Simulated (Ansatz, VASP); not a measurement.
**Two plane-wave programs on RbBr**

```xyz
2
Lattice="4.1371 0.0000 0.0000 0.0000 4.1371 0.0000 0.0000 0.0000 4.1929" Properties=species:S:1:pos:R:3 pbc="T T T"
Rb   -0.3830    0.0000    0.0000
Br    2.4782    2.0686    2.0965
```

Change from the starting cell: mode 4 frozen in at -0.415 Å, equal normal strain along x and y -0.0133.

Alike in both runs: task single point; functional PBE; k mesh 6 × 6 × 6; occupations gaussian, width 0.05 eV; no spin polarisation.

```csv
,VASP,Ansatz
version,VASP 6.6.1,Ansatz 0.2.0
potentials or method,"VASP PAW PBE potentials, release 64 (Rb_sv, Br), cutoff 520 eV","scalar-relativistic, plane waves, PAW"
valence electrons in the cell,16,16
```

```tsv
	VASP	Ansatz	Ansatz less VASP
gap on the k mesh at the Fermi level (eV)	4.03	4.03	+0.002
least direct gap on the mesh (eV)	4.21	4.21	+0.003
pressure (GPa)	3.2	3.1	-0.05
traceless stress, the component that is largest in VASP (GPa)	-1.17	-1.15	+0.023
rms of the force components (eV/Å)	0.357	0.352	-0.0044
```

Atom by atom the forces differ by 0.004 eV/Å (rms over components). With one functional, cell and mesh, what is left measures potentials, basis and numerics.
